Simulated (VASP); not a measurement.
# Zn2S (I4/mcm) in VASP: a series of runs, part 2 of 2

VASP 6.6.1. Earlier steps stand in the parts before.

### 3 Single point, PBE

This run uses another cell than the first one, of 17.19 Å³/atom, 1.026 times its volume.

Input file INCAR:

```
PREC = Accurate
ENCUT = 520
EDIFF = 1E-6
ISMEAR = 0
SIGMA = 0.1
LREAL = False
LASPH = True
NELM = 60
ALGO = Normal
ISIF = 2
LWAVE = False
LCHARG = False
GGA = PE
NBANDS = 39
```

Input file KPOINTS:

```
Automatic mesh
0
Gamma
  4 4 4
```

Input file POSCAR:

```
Zn2S
1.0
   -3.2335332130      3.2335332130      2.4658050930
    3.2335332130     -3.2335332130      2.4658050930
    3.2335332130      3.2335332130     -2.4658050930
Zn S
4 2
Direct
    0.6329751182      0.8670248818      0.5000000000
    0.1329751182      0.6329751182      0.7659502364
    0.3670248818      0.1329751182      0.5000000000
    0.8670248818      0.3670248818      0.2340497636
    0.0000000000      0.0000000000      0.0000000000
    0.5000000000      0.5000000000      0.0000000000
```

Potentials or basis: VASP PAW PBE potentials, release 64 (Zn, S).

Launch:

```
cat potpaw_PBE.64/Zn/POTCAR potpaw_PBE.64/S/POTCAR > POTCAR
mpirun -np 1 vasp_std > vasp.out
```

OUTCAR:

```text
PREC = Accurate
   ENCUT = 520
   EDIFF = 1E-6
   ISMEAR = 0
   LREAL = False
   LASPH = True
   NELM = 60
   ISIF = 2
   GGA = PE

 ion  position               nearest neighbor table
   1  0.633  0.867  0.500-   3 2.43   5 2.52   6 2.52   4 3.01   2 3.01   2 3.01   4 3.01
   2  0.133  0.633  0.766-   4 2.43   6 2.52   5 2.52   3 3.01   1 3.01   1 3.01   3 3.01
   3  0.367  0.133  0.500-   1 2.43   6 2.52   5 2.52   4 3.01   2 3.01   2 3.01   4 3.01
   4  0.867  0.367  0.234-   2 2.43   5 2.52   6 2.52   1 3.01   3 3.01   3 3.01   1 3.01
   5  0.000  0.000  0.000-   6 2.47   6 2.47   4 2.52   2 2.52   1 2.52   3 2.52
   6  0.500  0.500  0.000-   5 2.47   5 2.47   4 2.52   1 2.52   3 2.52   2 2.52

  LATTYP: Found a body centered tetragonal cell.
 ALAT       =     6.4670664260
 C/A-ratio  =     0.7625729908

  Lattice vectors:

 A1 = (  -3.2335332130,   3.2335332130,   2.4658050930)
 A2 = (   3.2335332130,  -3.2335332130,   2.4658050930)
 A3 = (   3.2335332130,   3.2335332130,  -2.4658050930)

Analysis of symmetry for initial positions (statically):
=====================================================================
 Subroutine PRICEL returns:
[... 174 lines left out ...]
 fundamental gap:      0.2401491778
 Fermi energy:         4.3982253961

 k-point     1 :       0.0000    0.0000    0.0000
  band No.  band energies     occupation
      1     -11.7017      2.00000
      2      -7.8830      2.00000
      3      -4.0679      2.00000
      4      -3.9026      2.00000
      5      -3.8858      2.00000
      6      -3.8858      2.00000
[... 535 lines left out ...]
     38      10.0633      0.00000
     39      10.7317      0.00000

------------------------ aborting loop because EDIFF is reached ----------------------------------------

  FORCE on cell =-STRESS in cart. coord.  units (eV):
  Direction    XX          YY          ZZ          XY          YZ          ZX
  --------------------------------------------------------------------------------------
  -------------------------------------------------------------------------------------
  Total        0.1768946      0.1768946     -0.1256841      0.0000000      0.0000000      0.0000000
  in kB        2.7482225      2.7482225     -1.9526185      0.0000000      0.0000000      0.0000000
  external PRESSURE =       1.1812755 kB  Pullay stress =       0.0000000 kB

 VOLUME and BASIS-vectors are now :
 -----------------------------------------------------------------------------
  energy-cutoff  :      520.00
  volume of cell :      103.13
      direct lattice vectors                 reciprocal lattice vectors
    -3.233533213  3.233533213  2.465805093     0.000000000  0.154629616  0.202773529
     3.233533213 -3.233533213  2.465805093     0.154629616  0.000000000  0.202773529
     3.233533213  3.233533213 -2.465805093     0.154629616  0.154629616  0.000000000

 POSITION                                       TOTAL-FORCE (eV/Angst)
 -----------------------------------------------------------------------------------
      2.37357      0.85996      2.46581        -0.024739      0.024739     -0.000000
      4.09349      0.85996      0.00000         0.024739      0.024739      0.000000
      0.85996      2.37357      0.00000         0.024739     -0.024739     -0.000000
     -0.85996      2.37357      2.46581        -0.024739     -0.024739     -0.000000
      0.00000      0.00000      0.00000         0.000000     -0.000000      0.000000
      0.00000      0.00000      2.46581         0.000000     -0.000000      0.000000
 -----------------------------------------------------------------------------------
    total drift:                                0.000000      0.000000     -0.000000

  FREE ENERGIE OF THE ION-ELECTRON SYSTEM (eV)
  ---------------------------------------------------
  free  energy   TOTEN  =       -12.1637125775 eV

  energy  without entropy=      -12.1598080578  energy(sigma->0) =      -12.16176032
```

OSZICAR:

```text
N       E                     dE             d eps       ncg     rms          rms(c)
DAV:   1     0.432661882843E+03    0.43266E+03   -0.28214E+04  1014   0.210E+03
DAV:   2     0.320483452999E+02   -0.40061E+03   -0.38582E+03  1014   0.437E+02
DAV:   3    -0.111111570732E+02   -0.43160E+02   -0.41869E+02  1161   0.134E+02
DAV:   4    -0.127335348609E+02   -0.16224E+01   -0.16149E+01  1147   0.243E+01
DAV:   5    -0.127602631156E+02   -0.26728E-01   -0.26712E-01  1165   0.296E+00    0.147E+01
DAV:   6    -0.121856312061E+02    0.57463E+00   -0.19828E+00  1371   0.250E+01    0.949E+00
DAV:   7    -0.121710510296E+02    0.14580E-01   -0.60453E-01  1147   0.523E+00    0.285E+00
DAV:   8    -0.121640874488E+02    0.69636E-02   -0.18954E-02  1178   0.927E-01    0.392E-01
DAV:   9    -0.121636840071E+02    0.40344E-03   -0.43835E-03  1134   0.374E-01    0.907E-02
DAV:  10    -0.121636973616E+02   -0.13354E-04   -0.27051E-04  1161   0.110E-01    0.423E-02
DAV:  11    -0.121637109233E+02   -0.13562E-04   -0.43390E-05  1318   0.617E-02    0.163E-02
DAV:  12    -0.121637128177E+02   -0.18944E-05   -0.16823E-05  1218   0.460E-02    0.650E-03
DAV:  13    -0.121637125775E+02    0.24021E-06   -0.86156E-07   717   0.112E-02
   1 F= -.12163713E+02 E0= -.12161760E+02  d E =-.390452E-02
```

stdout:

```text
POSCAR found type information on POSCAR ZnS
 POSCAR found :  2 types and       6 ions
 scaLAPACK will be used
 LDA part: xc-table for (Slater+PW92), standard interpolation
 POSCAR, INCAR and KPOINTS ok, starting setup
 FFT: planning ... GRIDC
 FFT: planning ... GRID_SOFT
 FFT: planning ... GRID
 WAVECAR not read
 entering main loop
```

It took 26 s on 1 thread of Intel Xeon 6975P-C (Granite Rapids), shared host; peak memory 0.24 GiB.

Results:

```yaml
Free_energy: -12.1637 eV
Pressure: 0.1 GPa
Largest_force: 0.035 eV/Å
Band_gap_on_the_k_mesh: zero (band 30 reaches 4.89 eV, above the bottom of band 31 at 2.91 eV)
```

Forces on the atoms (eV/Å):
```
Zn  -0.025  0.025  0.000
Zn   0.025  0.025  0.000
Zn   0.025 -0.025  0.000
Zn  -0.025 -0.025  0.000
S    0.000  0.000  0.000
S    0.000  0.000  0.000
```

Stress tensor (GPa, compression positive):
```
 0.27  0.00  0.00
 0.00  0.27  0.00
 0.00  0.00 -0.20
```

Levels at points of the mesh, in eV from the Fermi level:
```
           k point  band 28  band 29  band 30  band 31  band 32  band 33
(0.00, 0.00, 0.00)    -3.77    -1.89     0.21     0.82     1.12     1.12
(0.50, 0.00, 0.00)    -2.73    -2.58    -2.58     0.08     0.08     1.59
(0.50, 0.50, 0.00)    -2.85    -2.73    -1.15    -0.23     1.74     3.23
(0.50, 0.50, 0.50)    -2.77    -0.36    -0.25     1.86     1.86     3.30
```

Caveat: the k points lie up to 0.40 Å⁻¹ apart.

### 4 Relaxation of cell and atoms, PBE

Input file INCAR:

```
SYSTEM = Zn2S
PREC = Accurate
ENCUT = 600
EDIFF = 1E-6
ISMEAR = 0
SIGMA = 0.1
LREAL = .False.
LASPH = .True.
NELM = 100
ALGO = Normal
ISIF = 3
LWAVE = .False.
LCHARG = .False.
GGA = PE
IBRION = 2
NSW = 90
EDIFFG = -0.04
```

Input file KPOINTS:

```
Automatic mesh
0
Gamma
  4 4 4
  0 0 0
```

Input file POSCAR:

```
Zn2S
1.0
   -3.2005276100      3.2005276100      2.4532527500
    3.2005276100     -3.2005276100      2.4532527500
    3.2005276100      3.2005276100     -2.4532527500
Zn S
4 2
Direct
    0.6575000300      0.8424999700      0.5000000000
    0.1575000300      0.6575000300      0.8150000600
    0.3424999700      0.1575000300      0.5000000000
    0.8424999700      0.3424999700      0.1849999400
    0.0000000000      0.0000000000      0.0000000000
    0.5000000000      0.5000000000      0.0000000000
```

Launch:

```
cat potpaw_PBE.64/Zn/POTCAR potpaw_PBE.64/S/POTCAR > POTCAR
mpirun -np 1 vasp_std > vasp.out
```

It took 3.4 min on 1 thread of Intel Xeon 6975P-C (Granite Rapids), shared host; peak memory 0.28 GiB.

Results (log left out):

- Free energy: -12.1627 eV
- Relaxed volume: 17.18 Å³/atom
- Relaxed cell: a = 5.195 Å, b = 5.195 Å, c = 5.195 Å, α = 102.97°, β = 102.97°, γ = 123.43°
- Space group after relaxing (to 0.05 Å): I4/mcm (No. 140)
- Energy gained by relaxing: 110.7 meV/atom
- Ionic steps: 9
- Pressure after relaxing: 0.1 GPa
- Largest force after relaxing: 0.007 eV/Å
- Band gap on the k mesh: zero (band 30 reaches 4.89 eV, above the bottom of band 31 at 2.90 eV)

Forces in eV/Å, atoms in the order of the input:
```
Zn   0.005 -0.005  0.000
Zn  -0.005 -0.005  0.000
Zn  -0.005  0.005  0.000
Zn   0.005  0.005  0.000
S    0.000  0.000  0.000
S    0.000  0.000  0.000
```

The path:
| step | energy change (eV) | largest force (eV/Å) | pressure (GPa) | volume (Å³) |
| --- | --- | --- | --- | --- |
| 1 | 0.0000 | 1.1781 | 3.07 | 100.52 |
| 2 | -0.2770 | 0.8665 | -0.86 | 105.24 |
| 3 | -0.3348 | 0.6583 | -2.34 | 108.35 |
| 4 | -0.5455 | 0.5164 | -1.99 | 105.94 |
| 5 | -0.1218 | 2.2290 | 6.44 | 98.82 |
| 6 | -0.6278 | 0.3431 | -1.01 | 104.46 |
| 7 | -0.6523 | 0.2309 | 0.86 | 102.32 |
| 8 | -0.6636 | 0.0465 | -0.08 | 103.19 |
| 9 | -0.6640 | 0.0067 | 0.06 | 103.05 |

Final structure:
```
Zn S
1.0
    -3.23511    3.23511    2.46166
     3.23511   -3.23511    2.46166
     3.23511    3.23511   -2.46166
Zn S
4 2
Direct
  0.63337 0.86663 0.50000
  0.13337 0.63337 0.76675
  0.36663 0.13337 0.50000
  0.86663 0.36663 0.23325
  0.00000 0.00000 0.00000
  0.50000 0.50000 0.00000
```

Levels at points of the mesh, in eV from the Fermi level:
| k point | band 28 | band 29 | band 30 | band 31 | band 32 | band 33 |
| --- | --- | --- | --- | --- | --- | --- |
| (0.00, 0.00, 0.00) | -3.75 | -1.90 | 0.25 | 0.85 | 1.12 | 1.12 |
| (0.50, 0.00, 0.00) | -2.71 | -2.57 | -2.57 | 0.08 | 0.08 | 1.59 |
| (0.50, 0.50, 0.00) | -2.84 | -2.72 | -1.13 | -0.23 | 1.78 | 3.29 |
| (0.50, 0.50, 0.50) | -2.76 | -0.34 | -0.21 | 1.85 | 1.85 | 3.35 |

Caveat: the k points lie up to 0.40 Å⁻¹ apart in the final cell.

### 5 Single point, PBE

This run uses another cell than the first one, of 17.53 Å³/atom, 1.047 times its volume.

Input file INCAR:

```
ALGO = Normal
EDIFF = 1E-6
ENCUT = 520
GGA = PE
ISIF = 2
ISMEAR = 0
LASPH = T
LCHARG = F
LREAL = F
LWAVE = F
NBANDS = 39
NELM = 80
PREC = Accurate
SIGMA = 0.1
```

Input file KPOINTS:

```
k-points
0
Gamma
  10 10 10
```

Input file POSCAR:

```
Zn2S
1.0
   -3.2369997236      3.2369997236      2.5098989695
    3.2369997236     -3.2369997236      2.5098989695
    3.2369997236      3.2369997236     -2.5098989695
Zn S
4 2
Direct
    0.1327546900      0.3672453100      0.5000000000
    0.6327546900      0.1327546900      0.7655093799
    0.8672453100      0.6327546900      0.5000000000
    0.3672453100      0.8672453100      0.2344906201
    0.5000000000      0.5000000000      0.0000000000
    0.0000000000      0.0000000000      0.0000000000
```

Launch:

```
cat potpaw_PBE.64/Zn/POTCAR potpaw_PBE.64/S/POTCAR > POTCAR
mpirun -np 1 vasp_std > vasp.out
```

Wall time 2.4 min (1 thread of Intel Xeon 6975P-C (Granite Rapids), shared host); peak memory 0.43 GiB.

The run converged. Its results:

| Quantity | Value |
| --- | --- |
| Free energy | -12.0493 eV |
| Pressure | 0.2 GPa |
| Largest force | 0.007 eV/Å |
| Band gap on the k mesh | zero (band 30 reaches 5.67 eV, above the bottom of band 31 at 2.93 eV) |

Forces on the atoms (eV/Å):
```
Zn  -0.005  0.005  0.000
Zn   0.005  0.005  0.000
Zn   0.005 -0.005  0.000
Zn  -0.005 -0.005  0.000
S    0.000  0.000  0.000
S    0.000  0.000  0.000
```

Stress tensor (GPa, compression positive):
```
0.23 0.00 0.00
0.00 0.23 0.00
0.00 0.00 0.01
```

Levels at points of the mesh, in eV from the Fermi level:
| k point | band 26 | band 27 | band 28 | band 29 | band 30 | band 31 | band 32 | band 33 | band 34 | band 35 |
| --- | --- | --- | --- | --- | --- | --- | --- | --- | --- | --- |
| (0.00, 0.00, 0.00) | -4.97 | -3.46 | -3.46 | -1.48 | 0.41 | 1.12 | 1.49 | 1.49 | 2.86 | 3.22 |
| (0.50, 0.00, 0.00) | -4.97 | -2.36 | -2.36 | -2.14 | -2.14 | 0.48 | 0.48 | 2.00 | 2.00 | 5.29 |
| (0.50, 0.50, 0.00) | -3.69 | -2.50 | -2.38 | -2.36 | -0.80 | 0.19 | 1.94 | 3.27 | 3.46 | 3.67 |
| (0.50, 0.50, 0.50) | -5.86 | -2.43 | -2.43 | -0.11 | 0.03 | 2.33 | 2.33 | 3.34 | 3.61 | 4.40 |

### 6 Summary

```tsv
task	cell	k mesh	cutoff (eV)	gap on the mesh (eV)	pressure (GPa)	largest force (eV/Å)
single point	a = 5.148 Å, angles 103.1, 103.1, 123.1°, 6 atoms	4 × 4 × 4	520	none	3.1	1.18
single point	a = 5.195 Å, angles 103.0, 103.0, 123.3°, 6 atoms	4 × 4 × 4	520	none	0.1	0.03
relaxation of cell and atoms	relaxed from a = 5.148 Å, angles 103.1, 103.1, 123.1°, 6 atoms	4 × 4 × 4	600	none	0.1	0.01
single point	a = 5.221 Å, angles 103.4, 103.4, 122.5°, 6 atoms	10 × 10 × 10	520	none	0.2	0.01
```

Alike in all rows: level PBE; potentials or basis VASP PAW PBE potentials, release 64 (Zn, S); no spin polarisation; smearing gaussian 0.1 eV.

Caveats: some runs use coarse meshes; forces of over 1 eV/Å act on the atoms, so gaps and moduli don't describe the material at rest (some runs).

Absolute energies hang on the potentials; compare differences alone.
